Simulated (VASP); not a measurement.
# HfN (F-43m) in VASP: notebook, part 2 of 2

VASP 6.6.1. The steps go on from the part before.

## 3. Single point, PBEsol+D3(BJ)

Contents of INCAR:

```
PREC = Accurate
ENCUT = 520
EDIFF = 1E-7
ISMEAR = -1
SIGMA = 0.05
LREAL = False
LASPH = True
NELM = 80
ALGO = Normal
ISIF = 2
LWAVE = False
LCHARG = False
GGA = PS
IVDW = 12
NBANDS = 14
```

Contents of KPOINTS:

```
Automatic mesh
0
Gamma
  11 11 11
```

Contents of POSCAR:

```
HfN
1.0
    0.0000000000      2.4548220000      2.4548220000
    2.4548220000      0.0000000000      2.4548220000
    2.4548220000      2.4548220000      0.0000000000
Hf N
1 1
Direct
    0.0000000000      0.0000000000      0.0000000000
    0.7500000000      0.7500000000      0.7500000000
```

Potentials or basis: VASP PAW PBE potentials, release 64 (Hf_pv, N).

Run with:

```console
> cat potpaw_PBE.64/Hf_pv/POTCAR potpaw_PBE.64/N/POTCAR > POTCAR
> mpirun -np 1 vasp_std > vasp.out
```

OUTCAR:

```text
PREC = Accurate
   ENCUT = 520
   EDIFF = 1E-7
   ISMEAR = -1
   LREAL = False
   LASPH = True
   NELM = 80
   ISIF = 2
   GGA = PS
   IVDW = 12
 IVDW          = 12

 ion  position               nearest neighbor table
   1  0.000  0.000  0.000-   2 2.13   2 2.13   2 2.13   2 2.13
   2  0.750  0.750  0.750-   1 2.13   1 2.13   1 2.13   1 2.13

  LATTYP: Found a face centered cubic cell.
 ALAT       =     4.9096440000

  Lattice vectors:

 A1 = (   0.0000000000,   2.4548220000,   2.4548220000)
 A2 = (   2.4548220000,   0.0000000000,   2.4548220000)
 A3 = (   2.4548220000,   2.4548220000,   0.0000000000)

Analysis of symmetry for initial positions (statically):
=====================================================================
 Subroutine PRICEL returns:
 Original cell was already a primitive cell.

 Routine SETGRP: Setting up the symmetry group for a
 face centered cubic supercell.

 Subroutine GETGRP returns: Found 24 space group operations
 (whereof 24 operations were pure point group operations)
 out of a pool of 48 trial point group operations.

The static configuration has the point symmetry T_d .

Analysis of symmetry for dynamics (positions and initial velocities):
=====================================================================
 Subroutine PRICEL returns:
 Original cell was already a primitive cell.

 Routine SETGRP: Setting up the symmetry group for a
 face centered cubic supercell.

 Subroutine GETGRP returns: Found 24 space group operations
 (whereof 24 operations were pure point group operations)
 out of a pool of 48 trial point group operations.

The dynamic configuration has the point symmetry T_d .

 Subroutine INISYM returns: Found 24 space group operations
 (whereof 24 operations are pure point group operations),
 and found     1 'primitive' translations

----------------------------------------------------------------------------------------

                                     Primitive cell

  volume of cell :      29.5863

  direct lattice vectors                    reciprocal lattice vectors
     0.000000000  2.454822000  2.454822000    -0.203680756  0.203680756  0.203680756
     2.454822000  0.000000000  2.454822000     0.203680756 -0.203680756  0.203680756
     2.454822000  2.454822000  0.000000000     0.203680756  0.203680756 -0.203680756

  length of vectors
     3.471642566  3.471642566  3.471642566     0.352785417  0.352785417  0.352785417

  position of ions in fractional coordinates (direct lattice)
     0.000000000  0.000000000  0.000000000
     0.750000000  0.750000000  0.750000000

  ion indices of the primitive-cell ions
   primitive index   ion index
                 1           1
                 2           2

----------------------------------------------------------------------------------------

 KPOINTS: Automatic mesh

Automatic generation of k-mesh.
 Grid dimensions read from file:
 generate k-points for:   11   11   11

 Generating k-lattice:

  Cartesian coordinates                     Fractional coordinates (reciprocal lattice)
    -0.018516432  0.018516432  0.018516432     0.090909091  0.000000000  0.000000000
[... 41 lines left out ...]
   k-points           NKPTS =     56   k-points in BZ     NKDIM =     56   number of bands    NBANDS=     14
   number of dos      NEDOS =    301   number of ions     NIONS =      2
   total plane-waves  NPLWV =  21952
   dimension x,y,z NGX =    28 NGY =   28 NGZ =   28
   dimension x,y,z NGXF=    56 NGYF=   56 NGZF=   56
   ions per type =               1   1
   NGX,Y,Z   is equivalent  to a cutoff of  13.41, 13.41, 13.41 a.u.
   NGXF,Y,Z  is equivalent  to a cutoff of  26.82, 26.82, 26.82 a.u.
 SYSTEM =  unknown system
   PREC   = accura    normal or accurate (medium, high low for compatibility)
   ISTART =      0    job   : 0-new  1-cont  2-samecut
   ICHARG =      2    charge: 1-file 2-atom 10-const
   ISPIN  =      1    spin polarized calculation?
   LNONCOLLINEAR =      F non collinear calculations
   LSORBIT =      F    spin-orbit coupling
   LASPH  =      T    aspherical Exc in radial PAW
   ENCUT  =  520.0 eV  38.22 Ry    6.18 a.u.   6.45  6.45  6.45*2*pi/ulx,y,z
   NELM   =     80;   NELMIN=  2; NELMDL= -5     # of ELM steps
   EDIFF  = 0.1E-06   stopping-criterion for ELM
   LREAL  =      F    real-space projection
   EDIFFG = 0.1E-05   stopping-criterion for IOM
   NSW    =      0    number of steps for IOM
   IBRION =     -1    ionic relax: 0-MD 1-quasi-New 2-CG
   NFREE  =      0    steps in history (QN), initial steepest desc. (CG)
   ISIF   =      2    stress and relaxation
   ISYM   =      2    0-nonsym 1-usesym 2-fastsym
   POTIM  = 0.5000    time-step for ionic-motion
   TEBEG  =    0.0;   TEEND  =   0.0 temperature during run
   PSTRESS=    0.0 pullay stress
   NELECT =      15.0000    total number of electrons
   NUPDOWN=      -1.0000    fix difference up-down
   EMIN   =  10.00;   EMAX   =-10.00  energy-range for DOS
   EFERMI =   0.00;   METHOD = LEGACY
   ISMEAR =    -1;   SIGMA  =   0.05  broadening in eV -4-tet -1-fermi 0-gaus
   EFERMI_NEDOS =   21; number of points for ismear=-14 and -15
   IALGO  =     38    algorithm
   IMIX   =      4    mixing-type and parameters
     AMIX     =   0.40;   BMIX     =  1.00
     AMIX_MAG =   1.60;   BMIX_MAG =  1.00
  volume/ion in A,a.u.               =      14.79        99.83
  Fermi-wavevector in a.u.,A,eV,Ry     =   1.305395  2.466839 23.185087  1.704056
  Thomas-Fermi vector in A             =   2.436267
   LORBIT       =      0    0 simple, 1 ext, 2 COOP (PROOUT), +10 PAW based schemes
   GGA     = PS    functional components
   LHFCALC =     F    Hartree Fock is set to
   AEXX    =    0.0000 exact exchange contribution
   IVDW    =    12    specifies the selected vdW correction
   LEPSILON=     F    determine dielectric tensor
   LRPA    =     F    only Hartree local field effects (RPA)
 non-spin polarized calculation
  energy-cutoff  :      520.00
  volume of cell :       29.59
 maximum number of plane-waves:       821
 NGX is ok and might be reduce to    28
   NGX = 13   NGY = 13   NGZ = 13

 number of electron      15.0000001 magnetization

 Free energy of the ion-electron system (eV)
  ---------------------------------------------------
  ext. energy  EPLUGINS =         0.00000000
  ---------------------------------------------------
  free energy    TOTEN  =       -22.25746816 eV

  energy without entropy =      -22.25339630  energy(sigma->0) =      -22.25543223

 E-fermi :   5.5653     XC(G=0): -11.3971

 val. band max:        5.4978645994   @ k =   0.4545   0.2727   0.0909
 cond. band min:       5.7688348792   @ k =   0.2727   0.1818   0.0000
 fundamental gap:      0.2709702798
 Fermi energy:         5.5652769701

 k-point     1 :       0.0000    0.0000    0.0000
  band No.  band energies     occupation
      1     -25.4568      2.00000
      2     -25.4568      2.00000
      3     -25.4568      2.00000
      4     -10.4985      2.00000
      5       0.1489      2.00000
      6       0.1489      2.00000
      7       0.1489      2.00000
      8       4.8706      2.00000
      9       7.8036      0.00000
     10       7.8036      0.00000
     11      12.1873      0.00000
     12      12.1873      0.00000
     13      12.1873      0.00000
     14      17.9071      0.00000
[... 377 lines left out ...]
      1     -25.7257      2.00000
      2     -25.5609      2.00000
      3     -25.4897      2.00000
      4      -9.7110      2.00000
      5      -0.5162      2.00000
      6       0.5763      2.00000
      7       0.6187      2.00000
      8       6.7419      0.00000
      9       7.4041      0.00000
     10       7.9439      0.00000
     11      10.8645      0.00000
     12      12.2287      0.00000
     13      12.9802      0.00000
     14      14.7570      0.00000

 [... further k-points ...]

------------------------ aborting loop because EDIFF is reached ----------------------------------------

 Edisp (eV)   -0.60274

 E8    (eV) :    -0.4228

  FORCE on cell =-STRESS in cart. coord.  units (eV):
  Direction    XX          YY          ZZ          XY          YZ          ZX
  --------------------------------------------------------------------------------------
  -------------------------------------------------------------------------------------
  Total      -1.69712    -1.69712    -1.69712     0.00000     0.00000     0.00000
  in kB     -91.90396   -91.90396   -91.90396     0.00000     0.00000     0.00000
  external pressure =      -91.90 kB  Pullay stress =        0.00 kB

 VOLUME and BASIS-vectors are now :
 -----------------------------------------------------------------------------
  energy-cutoff  :      520.00
  volume of cell :       29.59
      direct lattice vectors                 reciprocal lattice vectors
     0.000000000  2.454822000  2.454822000    -0.203680756  0.203680756  0.203680756
     2.454822000  0.000000000  2.454822000     0.203680756 -0.203680756  0.203680756
     2.454822000  2.454822000  0.000000000     0.203680756  0.203680756 -0.203680756

 POSITION                                       TOTAL-FORCE (eV/Angst)
 -----------------------------------------------------------------------------------
      0.00000      0.00000      0.00000         0.000000      0.000000      0.000000
      3.68223      3.68223      3.68223        -0.000000     -0.000000     -0.000000
 -----------------------------------------------------------------------------------
    total drift:                                0.000000      0.000000      0.000000

  FREE ENERGIE OF THE ION-ELECTRON SYSTEM (eV)
  ---------------------------------------------------
  free  energy   TOTEN  =       -22.8602085629 eV

  energy  without entropy=      -22.8561367080  energy(sigma->0) =      -22.85817264
```

OSZICAR:

```text
N       E                     dE             d eps       ncg     rms          rms(c)
DAV:   1     0.397443096754E+02    0.39744E+02   -0.77808E+03  1568   0.978E+02
DAV:   2    -0.231123746124E+02   -0.62857E+02   -0.58766E+02  2090   0.228E+02
DAV:   3    -0.255607524240E+02   -0.24484E+01   -0.24394E+01  1790   0.375E+01
DAV:   4    -0.255747005219E+02   -0.13948E-01   -0.13947E-01  1862   0.336E+00
DAV:   5    -0.255748388072E+02   -0.13829E-03   -0.13828E-03  1814   0.296E-01    0.544E+01
DAV:   6    -0.224070494476E+02    0.31678E+01   -0.11712E+01  1706   0.235E+01    0.394E+01
DAV:   7    -0.222862082689E+02    0.12084E+00   -0.68374E-01  1670   0.727E+00    0.246E+01
DAV:   8    -0.222656991376E+02    0.20509E-01   -0.11002E-01  1826   0.291E+00    0.630E+00
DAV:   9    -0.222576905424E+02    0.80086E-02   -0.22552E-02  1772   0.111E+00    0.174E+00
DAV:  10    -0.222575121400E+02    0.17840E-03   -0.16569E-03  1856   0.362E-01    0.342E-01
DAV:  11    -0.222574708671E+02    0.41273E-04   -0.13070E-04  1814   0.105E-01    0.870E-02
DAV:  12    -0.222574683132E+02    0.25539E-05   -0.21963E-05  2078   0.363E-02    0.250E-02
DAV:  13    -0.222574681788E+02    0.13449E-06   -0.10208E-06  1742   0.946E-03    0.114E-02
DAV:  14    -0.222574681582E+02    0.20577E-07   -0.64760E-08  1258   0.223E-03
   1 F= -.22860209E+02 E0= -.22858173E+02  d E =-.407185E-02
```

stdout:

```text
POSCAR found type information on POSCAR HfN
 POSCAR found :  2 types and       2 ions
 scaLAPACK will be used
 -----------------------------------------------------------------------------
|                                                                             |
|                                                                             |
|     You enforced a specific xc type in the INCAR file but a different       |
|     I HOPE YOU KNOW WHAT YOU ARE DOING!                                     |
|                                                                             |
 -----------------------------------------------------------------------------

 LDA part: xc-table for (Slater+PW92), standard interpolation
 POSCAR, INCAR and KPOINTS ok, starting setup
 FFT: planning ... GRIDC
 FFT: planning ... GRID_SOFT
 FFT: planning ... GRID
 WAVECAR not read
 entering main loop
```

Run time: 48 s. Hardware: 1 thread of Intel Xeon 8259CL, shared host; peak memory 0.18 GiB.

What came out:

```yaml
Free_energy: -22.8602 eV
Pressure: -9.2 GPa
Dispersion_energy_per_atom: -0.301 eV
```

Caveat: the PAW data sets were made with another functional, which shifts forces and pressure a little; spin-orbit coupling is left out, which moves the levels of the heavy elements; pairwise dispersion overbinds metals, which lowers pressure and volume.
